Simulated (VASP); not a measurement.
# Pd2C (Fm-3m) in VASP: notebook

Pd2C is run at these levels: PBE; tasks: single point, relaxation of cell and atoms.

Everything below comes from runs of VASP 6.6.1. Logs are shortened: lines on timing, memory, paths and dates and some standing lists are left out, and cuts for length are marked.

### Step 1. The cell of the first run

The structure is cubic, space group Fm-3m (No. 225). The conventional cell has a = 5.349 Å, b = 5.349 Å, c = 5.349 Å, α = 90.00°, β = 90.00°, γ = 90.00°. Pd (site symmetry -43m) has 4 C at 2.32 Å and 6 Pd at 2.67 Å within 3.1 Å. C (site symmetry m-3m) has 8 Pd at 2.32 Å within 3.1 Å.

The cell was built from a structure type or drawn by symmetry, and may not be a known phase.

### Step 2. Single point, PBE

File INCAR:

```
PREC = Accurate ; ENCUT = 520
EDIFF = 1E-6 ; ISMEAR = 0
SIGMA = 0.1 ; LREAL = False
LASPH = True ; NELM = 100
ALGO = Normal ; ISIF = 2
LWAVE = False ; LCHARG = True
GGA = PE ; LELF = True
LVHAR = True ; NBANDS = 19
```

File KPOINTS:

```
regular mesh
0
Gamma
  16 16 16
```

File POSCAR:

```
Pd2C
1.0
    0.0000000000      2.6743362091      2.6743362091
    2.6743362091      0.0000000000      2.6743362091
    2.6743362091      2.6743362091      0.0000000000
Pd C
2 1
Direct
    0.2500000000      0.2500000000      0.2500000000
    0.7500000000      0.7500000000      0.7500000000
    0.0000000000      0.0000000000      0.0000000000
```

Potentials or basis: VASP PAW PBE potentials, release 64 (Pd, C).

On the command line:

```
$ cat potpaw_PBE.64/Pd/POTCAR potpaw_PBE.64/C/POTCAR > POTCAR
$ mpirun -np 1 vasp_std > vasp.out
```

OUTCAR:

```text
PREC = Accurate
   ENCUT = 520
   EDIFF = 1E-6
   ISMEAR = 0
   LREAL = False
   LASPH = True
   NELM = 100
   ISIF = 2
   GGA = PE

 ion  position               nearest neighbor table
   1  0.250  0.250  0.250-   3 2.32   3 2.32   3 2.32   3 2.32   2 2.67   2 2.67   2 2.67   2 2.67
                             2 2.67   2 2.67
   2  0.750  0.750  0.750-   3 2.32   3 2.32   3 2.32   3 2.32   1 2.67   1 2.67   1 2.67   1 2.67
                             1 2.67   1 2.67
   3  0.000  0.000  0.000-   2 2.32   2 2.32   2 2.32   1 2.32   2 2.32   1 2.32   1 2.32   1 2.32

  LATTYP: Found a face centered cubic cell.
 ALAT       =     5.3486724182

  Lattice vectors:

 A1 = (   0.0000000000,   2.6743362091,   2.6743362091)
 A2 = (   2.6743362091,   0.0000000000,   2.6743362091)
 A3 = (   2.6743362091,   2.6743362091,   0.0000000000)

Analysis of symmetry for initial positions (statically):
=====================================================================
 Subroutine PRICEL returns:
 Original cell was already a primitive cell.

 Routine SETGRP: Setting up the symmetry group for a
 face centered cubic supercell.

 Subroutine GETGRP returns: Found 48 space group operations
 (whereof 48 operations were pure point group operations)
 out of a pool of 48 trial point group operations.

The static configuration has the point symmetry O_h .

Analysis of symmetry for dynamics (positions and initial velocities):
=====================================================================
 Subroutine PRICEL returns:
 Original cell was already a primitive cell.

 Routine SETGRP: Setting up the symmetry group for a
 face centered cubic supercell.

 Subroutine GETGRP returns: Found 48 space group operations
 (whereof 48 operations were pure point group operations)
 out of a pool of 48 trial point group operations.

The dynamic configuration has the point symmetry O_h .

 Subroutine INISYM returns: Found 48 space group operations
 (whereof 48 operations are pure point group operations),
 and found     1 'primitive' translations

----------------------------------------------------------------------------------------

                                     Primitive cell

  volume of cell :      38.2541

  direct lattice vectors                    reciprocal lattice vectors
     0.000000000  2.674336209  2.674336209    -0.186962282  0.186962282  0.186962282
     2.674336209  0.000000000  2.674336209     0.186962282 -0.186962282  0.186962282
     2.674336209  2.674336209  0.000000000     0.186962282  0.186962282 -0.186962282

  length of vectors
     3.782082537  3.782082537  3.782082537     0.323828171  0.323828171  0.323828171

  position of ions in fractional coordinates (direct lattice)
     0.250000000  0.250000000  0.250000000
     0.750000000  0.750000000  0.750000000
     0.000000000  0.000000000  0.000000000

  ion indices of the primitive-cell ions
   primitive index   ion index
                 1           1
                 2           2
                 3           3

----------------------------------------------------------------------------------------

 KPOINTS: regular mesh

Automatic generation of k-mesh.
 Grid dimensions read from file:
 generate k-points for:   16   16   16

 Generating k-lattice:

  Cartesian coordinates                     Fractional coordinates (reciprocal lattice)
    -0.011685143  0.011685143  0.011685143     0.062500000  0.000000000  0.000000000
     0.011685143 -0.011685143  0.011685143     0.000000000  0.062500000  0.000000000
     0.011685143  0.011685143 -0.011685143     0.000000000  0.000000000  0.062500000

  Length of vectors
     0.020239261  0.020239261  0.020239261

  Shift w.r.t. Gamma in fractional coordinates (k-lattice)
     0.000000000  0.000000000  0.000000000

 Subroutine IBZKPT returns following result:
 ===========================================

 Found    145 irreducible k-points:

 Following reciprocal coordinates:
            Coordinates               Weight
  0.000000  0.000000  0.000000      1.000000
  0.062500  0.000000  0.000000      8.000000
  0.125000  0.000000  0.000000      8.000000
  0.187500  0.000000  0.000000      8.000000
  0.250000  0.000000  0.000000      8.000000
  0.312500  0.000000  0.000000      8.000000
[... 16 lines left out ...]
 -0.125000  0.062500  0.000000     24.000000
 -0.062500  0.062500  0.000000     12.000000
 [... further k-points ...]
   k-points           NKPTS =    145   k-points in BZ     NKDIM =    145   number of bands    NBANDS=     19
   number of dos      NEDOS =    301   number of ions     NIONS =      3
   total plane-waves  NPLWV =  21952
   dimension x,y,z NGX =    28 NGY =   28 NGZ =   28
   dimension x,y,z NGXF=    56 NGYF=   56 NGZF=   56
   ions per type =               2   1
   NGX,Y,Z   is equivalent  to a cutoff of  12.31, 12.31, 12.31 a.u.
   NGXF,Y,Z  is equivalent  to a cutoff of  24.62, 24.62, 24.62 a.u.
 SYSTEM =  unknown system
   PREC   = accura    normal or accurate (medium, high low for compatibility)
   ISTART =      0    job   : 0-new  1-cont  2-samecut
   ICHARG =      2    charge: 1-file 2-atom 10-const
   ISPIN  =      1    spin polarized calculation?
   LNONCOLLINEAR =      F non collinear calculations
   LSORBIT =      F    spin-orbit coupling
   LASPH  =      T    aspherical Exc in radial PAW
   ENCUT  =  520.0 eV  38.22 Ry    6.18 a.u.   7.03  7.03  7.03*2*pi/ulx,y,z
   NELM   =    100;   NELMIN=  2; NELMDL= -5     # of ELM steps
   EDIFF  = 0.1E-05   stopping-criterion for ELM
   LREAL  =      F    real-space projection
   EDIFFG = 0.1E-04   stopping-criterion for IOM
   NSW    =      0    number of steps for IOM
   IBRION =     -1    ionic relax: 0-MD 1-quasi-New 2-CG
   NFREE  =      0    steps in history (QN), initial steepest desc. (CG)
   ISIF   =      2    stress and relaxation
   ISYM   =      2    0-nonsym 1-usesym 2-fastsym
   POTIM  = 0.5000    time-step for ionic-motion
   TEBEG  =    0.0;   TEEND  =   0.0 temperature during run
   PSTRESS=    0.0 pullay stress
   NELECT =      24.0000    total number of electrons
   NUPDOWN=      -1.0000    fix difference up-down
   EMIN   =  10.00;   EMAX   =-10.00  energy-range for DOS
   EFERMI =   0.00;   METHOD = LEGACY
   ISMEAR =     0;   SIGMA  =   0.10  broadening in eV -4-tet -1-fermi 0-gaus
   EFERMI_NEDOS =   21; number of points for ismear=-14 and -15
   IALGO  =     38    algorithm
   IMIX   =      4    mixing-type and parameters
     AMIX     =   0.40;   BMIX     =  1.00
     AMIX_MAG =   1.60;   BMIX_MAG =  1.00
  volume/ion in A,a.u.               =      12.75        86.05
  Fermi-wavevector in a.u.,A,eV,Ry     =   1.401477  2.648407 26.723709  1.964137
  Thomas-Fermi vector in A             =   2.524334
   LORBIT       =      0    0 simple, 1 ext, 2 COOP (PROOUT), +10 PAW based schemes
   GGA     = PE    functional components
   LHFCALC =     F    Hartree Fock is set to
   AEXX    =    0.0000 exact exchange contribution
   IVDW    =     0    specifies the selected vdW correction
   LEPSILON=     F    determine dielectric tensor
   LRPA    =     F    only Hartree local field effects (RPA)
 non-spin polarized calculation
 Gauss-broadening in eV      SIGMA  =   0.10
  energy-cutoff  :      520.00
  volume of cell :       38.25
 maximum number of plane-waves:      1056
   NGX = 13   NGY = 13   NGZ = 13

 number of electron      24.0000009 magnetization

 Free energy of the ion-electron system (eV)
  ---------------------------------------------------
  ext. energy  EPLUGINS =         0.00000000
  ---------------------------------------------------
  free energy    TOTEN  =       -17.14695512 eV

  energy without entropy =      -17.13396476  energy(sigma->0) =      -17.14045994

 E-fermi :   9.8497     XC(G=0): -12.7009

 val. band max:        9.8466203753   @ k =  -0.2500   0.5000   0.2500
 cond. band min:       9.8552413015   @ k =  -0.3750   0.4375   0.1875
 fundamental gap:      0.0086209262
 Fermi energy:         9.8497489440

 k-point     1 :       0.0000    0.0000    0.0000
  band No.  band energies     occupation
      1      -3.1270      2.00000
      2       2.8605      2.00000
      3       2.8605      2.00000
      4       2.8605      2.00000
      5       3.9779      2.00000
      6       3.9779      2.00000
[... 11 lines left out ...]
     18      17.6870      0.00000
     19      24.2072      0.00000

 k-point     2 :       0.0625    0.0000    0.0000
  band No.  band energies     occupation
      1      -3.0903      2.00000
      2       2.8574      2.00000
      3       2.8904      2.00000
      4       2.8904      2.00000
      5       4.0140      2.00000
      6       4.0140      2.00000
[... 11 lines left out ...]
     18      17.8194      0.00000
     19      23.9946      0.00000

 k-point     3 :       0.1250    0.0000    0.0000
  band No.  band energies     occupation
      1      -2.9846      2.00000
      2       2.8576      2.00000
      3       2.9786      2.00000
      4       2.9786      2.00000
      5       4.1223      2.00000
      6       4.1223      2.00000
[... 11 lines left out ...]
     18      18.1757      0.00000
     19      23.6115      0.00000

 k-point     4 :       0.1875    0.0000    0.0000
  band No.  band energies     occupation
      1      -2.8235      2.00000
      2       2.8842      2.00000
      3       3.1196      2.00000
      4       3.1196      2.00000
      5       4.3008      2.00000
      6       4.3008      2.00000
[... 11 lines left out ...]
     18      18.6506      0.00000
     19      23.2476      0.00000

 k-point     5 :       0.2500    0.0000    0.0000
  band No.  band energies     occupation
      1      -2.6293      2.00000
      2       2.9630      2.00000
      3       3.3038      2.00000
      4       3.3038      2.00000
      5       4.5462      2.00000
      6       4.5462      2.00000
[... 11 lines left out ...]
     18      19.1089      0.00000
     19      22.9339      0.00000
[... 334 lines left out ...]
      2       2.9663      2.00000
      3       3.3294      2.00000
      4       3.5189      2.00000
      5       4.5603      2.00000
      6       4.7639      2.00000
[... 11 lines left out ...]
     18      19.8231      0.00000
     19      23.0692      0.00000

 k-point    22 :      -0.1875    0.0625    0.0000
  band No.  band energies     occupation
      1      -2.7352      2.00000
      2       2.8622      2.00000
      3       3.1421      2.00000
      4       3.3174      2.00000
      5       4.3184      2.00000
      6       4.4819      2.00000
[... 11 lines left out ...]
     18      19.3713      0.00000
     19      22.9850      0.00000

 k-point    23 :      -0.1250    0.0625    0.0000
  band No.  band energies     occupation
      1      -2.9069      2.00000
      2       2.8238      2.00000
      3       3.0009      2.00000
      4       3.1368      2.00000
      5       4.1452      2.00000
      6       4.2598      2.00000
[... 11 lines left out ...]
     18      18.7638      0.00000
     19      23.2481      0.00000

 k-point    24 :      -0.0625    0.0625    0.0000
  band No.  band energies     occupation
      1      -3.0307      2.00000
      2       2.8311      2.00000
      3       2.9155      2.00000
      4       2.9901      2.00000
      5       4.0439      2.00000
      6       4.1028      2.00000
[... 11 lines left out ...]
     18      18.1996      0.00000
     19      23.6228      0.00000

 [... further k-points ...]
[... 5 lines left out ...]
  --------------------------------------------------------------------------------------
  -------------------------------------------------------------------------------------
  Total       -0.0278970     -0.0278970     -0.0278970     -0.0000000      0.0000000     -0.0000000
  in kB       -1.1683961     -1.1683961     -1.1683961     -0.0000000      0.0000000     -0.0000000
  external PRESSURE =      -1.1683961 kB  Pullay stress =       0.0000000 kB

 VOLUME and BASIS-vectors are now :
 -----------------------------------------------------------------------------
  energy-cutoff  :      520.00
  volume of cell :       38.25
      direct lattice vectors                 reciprocal lattice vectors
     0.000000000  2.674336209  2.674336209    -0.186962282  0.186962282  0.186962282
     2.674336209  0.000000000  2.674336209     0.186962282 -0.186962282  0.186962282
     2.674336209  2.674336209  0.000000000     0.186962282  0.186962282 -0.186962282

 POSITION                                       TOTAL-FORCE (eV/Angst)
 -----------------------------------------------------------------------------------
      1.33717      1.33717      1.33717        -0.000000     -0.000000     -0.000000
      4.01150      4.01150      4.01150         0.000000      0.000000      0.000000
      0.00000      0.00000      0.00000        -0.000000      0.000000     -0.000000
 -----------------------------------------------------------------------------------
    total drift:                                0.000000      0.000000      0.000000

  FREE ENERGIE OF THE ION-ELECTRON SYSTEM (eV)
  ---------------------------------------------------
  free  energy   TOTEN  =       -17.1469551169 eV

  energy  without entropy=      -17.1339647618  energy(sigma->0) =      -17.14045994
```

Run time: 51 s. Hardware: 1 thread of Intel Xeon 6975P-C (Granite Rapids), shared host; peak memory 0.21 GiB.

Results:

| Item | Value |
| --- | --- |
| Free energy | -17.1470 eV |
| Pressure | -0.1 GPa |
| Band gap on the k mesh | zero (bands 12 and 13 overlap by 1.27 eV) |

(Continued in part 2 of 2.)
